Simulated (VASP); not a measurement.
# LiSi16 (a cell with a defect) in VASP: a series of runs

LiSi16 (a cell with a defect) is run at these levels: PBE; tasks: single point.

Program: VASP 6.6.1. These are calculated values, not measurements. Logs are shortened: lines on timing, memory, paths and dates and some standing lists are left out, and cuts for length are marked.

## (1) The cell of the first run

The cell holds a defect, 17 atoms: a = 7.679 Å, b = 7.679 Å, c = 7.679 Å, α = 60.00°, β = 60.00°, γ = 60.00°.

## (2) Single point, PBE

INCAR

```
SYSTEM = LiSi16
  PREC = Accurate
  ENCUT = 520
  EDIFF = 1E-6
  ISMEAR = 0
  SIGMA = 0.02
  LREAL = Auto
  LASPH = .TRUE.
  NELM = 80
  ALGO = Normal
  ISIF = 2
  LWAVE = .FALSE.
  LCHARG = .FALSE.
  GGA = PE
  NELECT = 66.0
  NBANDS = 48
```

KPOINTS

```
Automatic mesh
0
G
  2 2 2
  0 0 0
```

POSCAR

```
LiSi16
1.0
    0.0000000000      5.4300000000      5.4300000000
    5.4300000000      0.0000000000      5.4300000000
    5.4300000000      5.4300000000      0.0000000000
Si Li
16 1
Direct
   -0.0004949355     -0.0011435543     -0.0051129834
    0.1341535912      0.1334200737      0.0989425414
    0.0102540516      0.0096643646      0.4704514733
    0.1193430018      0.1186144567      0.6208343462
   -0.0004763352      0.5066964088     -0.0051021179
    0.1183971455      0.6255860958      0.1304312155
   -0.0161325967      0.5057710866      0.5045226519
    0.1193097606      0.6412552486      0.6207926335
    0.5074094843     -0.0011509208     -0.0051150092
    0.6262585635      0.1176880295      0.1304394107
    0.5064757827     -0.0167511050      0.5044632597
    0.6418512891      0.1186196133      0.6208485267
    0.4916739411      0.4909312155      0.0263853591
    0.6262367403      0.6255930939      0.1304352670
    0.5064906998      0.5057593923      0.5045078269
    0.6154443831      0.6148631676      0.6548810313
    0.3128653775      0.3122467772      0.5626598527
```

Potentials or basis: VASP PAW PBE potentials, release 64 (Si, Li_sv).

The run is started by

```
$ cat potpaw_PBE.64/Si/POTCAR potpaw_PBE.64/Li_sv/POTCAR > POTCAR
$ mpirun -np 1 vasp_std > vasp.out
```

OUTCAR:

```text
SYSTEM = LiSi16
   PREC = Accurate
   ENCUT = 520
   EDIFF = 1E-6
   ISMEAR = 0
   LREAL = Auto
   LASPH = .TRUE.
   NELM = 80
   ISIF = 2
   GGA = PE
   NELECT = 66.0

 ion  position               nearest neighbor table
   1  1.000  0.999  0.995-  10 2.34   6 2.34   2 2.34   4 2.35
   2  0.134  0.133  0.099-   3 2.33   9 2.34   1 2.34   5 2.34
   3  0.010  0.010  0.470-  12 2.32   8 2.32   4 2.32   2 2.33
   4  0.119  0.119  0.621-   3 2.32  17 2.35   1 2.35  11 2.43   7 2.43
   5  1.000  0.507  0.995-  14 2.34   6 2.34   2 2.34   8 2.35
   6  0.118  0.626  0.130-   1 2.34   5 2.34  13 2.34   7 2.35
   7  0.984  0.506  0.505-  16 2.32  17 2.35   6 2.35   4 2.43   8 2.43
   8  0.119  0.641  0.621-   3 2.32  17 2.35   5 2.35  15 2.43   7 2.43
   9  0.507  0.999  0.995-  10 2.34  14 2.34   2 2.34  12 2.35
  10  0.626  0.118  0.130-   9 2.34   1 2.34  13 2.34  11 2.35
  11  0.506  0.983  0.504-  16 2.32  17 2.35  10 2.35  12 2.43   4 2.43
  12  0.642  0.119  0.621-   3 2.32  17 2.35   9 2.35  11 2.43  15 2.43
  13  0.492  0.491  0.026-  16 2.33  10 2.34  14 2.34   6 2.34
  14  0.626  0.626  0.130-   9 2.34   5 2.34  13 2.34  15 2.35
  15  0.506  0.506  0.505-  16 2.32  17 2.35  14 2.35  12 2.43   8 2.43
  16  0.615  0.615  0.655-  11 2.32   7 2.32  15 2.32  13 2.33
  17  0.313  0.312  0.563-  15 2.35   7 2.35   4 2.35   8 2.35  12 2.35  11 2.35

  LATTYP: Found a face centered cubic cell.
 ALAT       =    10.8600000000

  Lattice vectors:

 A1 = (   0.0000000000,   5.4300000000,   5.4300000000)
 A2 = (   5.4300000000,   0.0000000000,   5.4300000000)
 A3 = (   5.4300000000,   5.4300000000,   0.0000000000)

Analysis of symmetry for initial positions (statically):
=====================================================================
 Subroutine PRICEL returns:
 Original cell was already a primitive cell.

 Routine SETGRP: Setting up the symmetry group for a
 face centered cubic supercell.

 Subroutine GETGRP returns: Found  1 space group operations
 (whereof  1 operations were pure point group operations)
 out of a pool of 48 trial point group operations.

The static configuration has the point symmetry C_1 .

Analysis of symmetry for dynamics (positions and initial velocities):
=====================================================================
 Subroutine PRICEL returns:
 Original cell was already a primitive cell.

 Routine SETGRP: Setting up the symmetry group for a
 face centered cubic supercell.

 Subroutine GETGRP returns: Found  1 space group operations
 (whereof  1 operations were pure point group operations)
 out of a pool of 48 trial point group operations.

The dynamic configuration has the point symmetry C_1 .
[... 120 lines left out ...]
   POTIM  = 0.5000    time-step for ionic-motion
   TEBEG  =    0.0;   TEEND  =   0.0 temperature during run
   PSTRESS=    0.0 pullay stress
   NELECT =      66.0000    total number of electrons
   NUPDOWN=      -1.0000    fix difference up-down
   EMIN   =  10.00;   EMAX   =-10.00  energy-range for DOS
   EFERMI =   0.00;   METHOD = LEGACY
   ISMEAR =     0;   SIGMA  =   0.02  broadening in eV -4-tet -1-fermi 0-gaus
   EFERMI_NEDOS =   21; number of points for ismear=-14 and -15
   IALGO  =     38    algorithm
   IMIX   =      4    mixing-type and parameters
     AMIX     =   0.40;   BMIX     =  1.00
     AMIX_MAG =   1.60;   BMIX_MAG =  1.00
  volume/ion in A,a.u.               =      18.84       127.11
  Fermi-wavevector in a.u.,A,eV,Ry     =   0.967044  1.827449 12.723821  0.935174
  Thomas-Fermi vector in A             =   2.096897
   LORBIT       =      0    0 simple, 1 ext, 2 COOP (PROOUT), +10 PAW based schemes
   GGA     = PE    functional components
   LHFCALC =     F    Hartree Fock is set to
   AEXX    =    0.0000 exact exchange contribution
   IVDW    =     0    specifies the selected vdW correction
   LEPSILON=     F    determine dielectric tensor
   LRPA    =     F    only Hartree local field effects (RPA)
 non-spin polarized calculation
 Gauss-broadening in eV      SIGMA  =   0.02
  energy-cutoff  :      520.00
  volume of cell :      320.21
 maximum number of plane-waves:      8646
 NGX is ok and might be reduce to    60
   NGX = 29   NGY = 29   NGZ = 29

 number of electron      66.0000001 magnetization

 Free energy of the ion-electron system (eV)
  ---------------------------------------------------
  ext. energy  EPLUGINS =         0.00000000
  ---------------------------------------------------
  free energy    TOTEN  =       -92.92013991 eV

  energy without entropy =      -92.92013991  energy(sigma->0) =      -92.92013991

 E-fermi :   6.1749     XC(G=0):  -9.4408

 val. band max:        6.0558224589   @ k =   0.0000   0.0000   0.0000
 cond. band min:       6.3264291175   @ k =   0.0000   0.0000   0.0000
 fundamental gap:      0.2706066587
 Fermi energy:         6.1748862580

 k-point     1 :       0.0000    0.0000    0.0000
  band No.  band energies     occupation
      1     -40.2269      2.00000
      2      -5.9066      2.00000
      3      -3.6730      2.00000
      4      -3.6032      2.00000
      5      -3.6031      2.00000
      6      -3.5576      2.00000
[... 373 lines left out ...]
     44      10.2746      0.00000
     45      10.3404      0.00000
 [bands above 45 left out]

------------------------ aborting loop because EDIFF is reached ----------------------------------------

  FORCE on cell =-STRESS in cart. coord.  units (eV):
  Direction    XX          YY          ZZ          XY          YZ          ZX
  --------------------------------------------------------------------------------------
  -------------------------------------------------------------------------------------
  Total       -0.1500622     -0.1466353     -0.1475459     -0.9758398      0.9707193      0.9687048
  in kB       -0.7508486     -0.7337021     -0.7382579     -4.8826951      4.8570747      4.8469949
  external PRESSURE =      -0.7409362 kB  Pullay stress =       0.0000000 kB

 VOLUME and BASIS-vectors are now :
 -----------------------------------------------------------------------------
  energy-cutoff  :      520.00
  volume of cell :      320.21
      direct lattice vectors                 reciprocal lattice vectors
     0.000000000  5.430000000  5.430000000    -0.092081031  0.092081031  0.092081031
     5.430000000  0.000000000  5.430000000     0.092081031 -0.092081031  0.092081031
     5.430000000  5.430000000  0.000000000     0.092081031  0.092081031 -0.092081031

 POSITION                                       TOTAL-FORCE (eV/Angst)
 -----------------------------------------------------------------------------------
     10.82603     10.82955     10.85110        -0.003192      0.001006     -0.000295
      1.26173      1.26571      1.45293         0.004411      0.000051     -0.002020
      2.60703      2.61023      0.10816         0.001678      0.004459     -0.002430
      4.01521      4.01916      1.29211        -0.002365     -0.005930     -0.004579
      8.15366     10.82971      8.17877         0.000972     -0.002955      0.004202
      4.10517      1.35114      4.03983         0.000157      0.001524     -0.003927
[... 9 lines left out ...]
      6.89471      6.89787      6.68057        -0.006951     -0.002500      0.001685
      4.75074      4.75410      3.39436         0.000311     -0.000853      0.000285
 -----------------------------------------------------------------------------------
    total drift:                               -0.001445     -0.001687      0.002373

  FREE ENERGIE OF THE ION-ELECTRON SYSTEM (eV)
  ---------------------------------------------------
  free  energy   TOTEN  =       -92.9201399056 eV

  energy  without entropy=      -92.9201399056  energy(sigma->0) =      -92.92013991
```

OSZICAR:

```text
N       E                     dE             d eps       ncg     rms          rms(c)
DAV:   1     0.175303074711E+03    0.17530E+03   -0.25034E+04   768   0.116E+03
DAV:   2    -0.748257045125E+02   -0.25013E+03   -0.23498E+03   928   0.188E+02
DAV:   3    -0.932727108078E+02   -0.18447E+02   -0.18071E+02  1120   0.435E+01
DAV:   4    -0.945378247675E+02   -0.12651E+01   -0.12523E+01  1272   0.977E+00
DAV:   5    -0.945651523006E+02   -0.27328E-01   -0.27321E-01  1008   0.127E+00    0.143E+01
DAV:   6    -0.934193864017E+02    0.11458E+01   -0.92150E-01   872   0.317E+00    0.873E+00
DAV:   7    -0.929054134174E+02    0.51397E+00   -0.15683E+00   920   0.377E+00    0.104E+00
DAV:   8    -0.929142509112E+02   -0.88375E-02   -0.15740E-01   912   0.143E+00    0.510E-01
DAV:   9    -0.929181250072E+02   -0.38741E-02   -0.11571E-02   944   0.386E-01    0.246E-01
DAV:  10    -0.929195060437E+02   -0.13810E-02   -0.17819E-03   888   0.140E-01    0.115E-01
DAV:  11    -0.929200971949E+02   -0.59115E-03   -0.62108E-04   920   0.918E-02    0.332E-02
DAV:  12    -0.929201344433E+02   -0.37248E-04   -0.66619E-05   944   0.294E-02    0.137E-02
DAV:  13    -0.929201393397E+02   -0.48964E-05   -0.13935E-05   920   0.133E-02    0.357E-03
DAV:  14    -0.929201399056E+02   -0.56597E-06   -0.65326E-07   600   0.307E-03
   1 F= -.92920140E+02 E0= -.92920140E+02  d E =-.101311E-17
```

stdout:

```text
POSCAR found type information on POSCAR SiLi
 POSCAR found :  2 types and      17 ions
 scaLAPACK will be used
 LDA part: xc-table for (Slater+PW92), standard interpolation
 POSCAR, INCAR and KPOINTS ok, starting setup
 FFT: planning ... GRIDC
 FFT: planning ... GRID_SOFT
 FFT: planning ... GRID
 WAVECAR not read
 entering main loop
 the old and the new charge density differ
 old charge density:    67.00000 new   66.00000
    0.143E+01
```

It took 2.1 min on 1 thread of Intel Xeon 6975P-C (Granite Rapids), shared host; peak memory 0.47 GiB.

What came out:

```
Free energy   : -92.9201 eV
Largest force : 0.009 eV/Å
```

Forces in eV/Å, atoms in the order of the input:
```
Si  -0.003  0.001  0.000
Si   0.004  0.000 -0.002
Si   0.002  0.004 -0.002
Si  -0.002 -0.006 -0.005
Si   0.001 -0.003  0.004
Si   0.000  0.002 -0.004
Si   0.004 -0.003  0.000
Si   0.003 -0.001 -0.001
Si  -0.002  0.002  0.000
Si   0.000 -0.001  0.000
Si  -0.003  0.005 -0.006
Si  -0.003  0.004  0.005
Si   0.000 -0.007  0.005
Si  -0.001  0.003 -0.001
Si   0.007  0.003  0.005
Si  -0.007 -0.003  0.002
Li   0.000 -0.001  0.000
```

Caveat: the k points lie up to 0.50 Å⁻¹ apart; the cell carries a net charge on a neutralising background, which shifts energy and pressure; the cell is charged against a uniform background, so pressure and absolute levels hang on convention; the cutoff is under 1.25 times the usual one of these potentials, so pressure, stress and relaxed cells hold a basis-set (Pulay) error.

## (3) Single point, PBE

INCAR

```
SYSTEM = LiSi16
  PREC = Accurate
  ENCUT = 520
  EDIFF = 1E-6
  ISMEAR = 0
  SIGMA = 0.02
  LREAL = Auto
  LASPH = .True.
  NELM = 100
  ALGO = Normal
  ISIF = 2
  LWAVE = .False.
  LCHARG = .False.
  GGA = PE
  NBANDS = 48
  NELECT = 66.0
```

KPOINTS

```
regular mesh
0
Gamma
  2 2 2
  0 0 0
```

POSCAR

```
LiSi16
1.0
    0.0000000000      5.4300000000      5.4300000000
    5.4300000000      0.0000000000      5.4300000000
    5.4300000000      5.4300000000      0.0000000000
Si Li
16 1
Direct
   -0.0003466851     -0.0009129834     -0.0047890424
    0.1335730203      0.1329209024      0.1005709945
    0.0097640884      0.0089585635      0.4722259669
    0.1192625230      0.1186687845      0.6210194291
   -0.0003607735      0.5060497238     -0.0047322284
    0.1190364641      0.6254559853      0.1300946593
   -0.0158800184      0.5058030387      0.5042813076
    0.1192974217      0.6409585635      0.6210596685
    0.5066735727     -0.0009004604     -0.0048428177
    0.6260148250      0.1184091160      0.1301448435
    0.5064699816     -0.0166644567      0.5043395948
    0.6417642726      0.1186379374      0.6209808471
    0.4921540516      0.4915468692      0.0247651013
    0.6260052486      0.6254649171      0.1301220074
    0.5064437385      0.5058374770      0.5043115101
    0.6161135359      0.6153582873      0.6531133517
    0.3130748619      0.3120711786      0.5625999079
```

Potentials or basis: VASP PAW PBE potentials, release 64 (Si, Li_sv).

The run is started by

```
$ cat potpaw_PBE.64/Si/POTCAR potpaw_PBE.64/Li_sv/POTCAR > POTCAR
$ mpirun -np 1 vasp_std > vasp.out
```

It took 8.3 min on 1 thread of Oxide Virtual Turin-like, shared host; peak memory 0.44 GiB.

It converged, with:

```
Free energy   : -92.9193 eV
Largest force : 0.055 eV/Å
```

Forces on the atoms (eV/Å):
```
Si  -0.012 -0.012 -0.036
Si  -0.003 -0.008  0.004
Si  -0.032 -0.032  0.032
Si   0.028  0.032  0.003
Si   0.034 -0.012  0.012
Si   0.010 -0.033 -0.010
Si  -0.029  0.003  0.028
Si  -0.002  0.031 -0.030
Si  -0.012  0.038  0.012
Si  -0.033  0.010 -0.010
Si   0.002 -0.028  0.030
Si   0.028 -0.003 -0.030
Si   0.005  0.004 -0.006
Si   0.010  0.010  0.034
Si  -0.030 -0.027 -0.003
Si   0.032  0.032 -0.032
Li   0.004 -0.005  0.001
```

Levels at points of the mesh, in eV from the Fermi level:
| k point | band 31 | band 32 | band 33 | band 34 | band 35 | band 36 |
| --- | --- | --- | --- | --- | --- | --- |
| (0.00, 0.00, 0.00) | -0.22 | -0.17 | -0.17 | 0.10 | 0.44 | 0.44 |
| (0.50, 0.00, 0.00) | -0.99 | -0.97 | -0.91 | 0.88 | 1.10 | 1.27 |
| (0.00, 0.50, 0.00) | -0.99 | -0.97 | -0.91 | 0.88 | 1.10 | 1.27 |
| (0.00, 0.00, 0.50) | -0.99 | -0.89 | -0.89 | 1.07 | 1.07 | 1.15 |
| (0.50, 0.50, 0.50) | -0.99 | -0.97 | -0.91 | 0.88 | 1.10 | 1.27 |
| (0.50, 0.50, 0.00) | -1.58 | -1.50 | -1.44 | 0.77 | 0.94 | 2.01 |
| (0.00, 0.50, 0.50) | -1.58 | -1.50 | -1.44 | 0.77 | 0.94 | 2.01 |
| (0.50, 0.00, 0.50) | -1.58 | -1.50 | -1.44 | 0.77 | 0.94 | 2.01 |

Caveat: the k points lie up to 0.50 Å⁻¹ apart; the cell carries a net charge on a neutralising background, which shifts energy and pressure; the cell is charged against a uniform background, so pressure and absolute levels hang on convention; the cutoff is under 1.25 times the usual one of these potentials, so pressure, stress and relaxed cells hold a basis-set (Pulay) error.
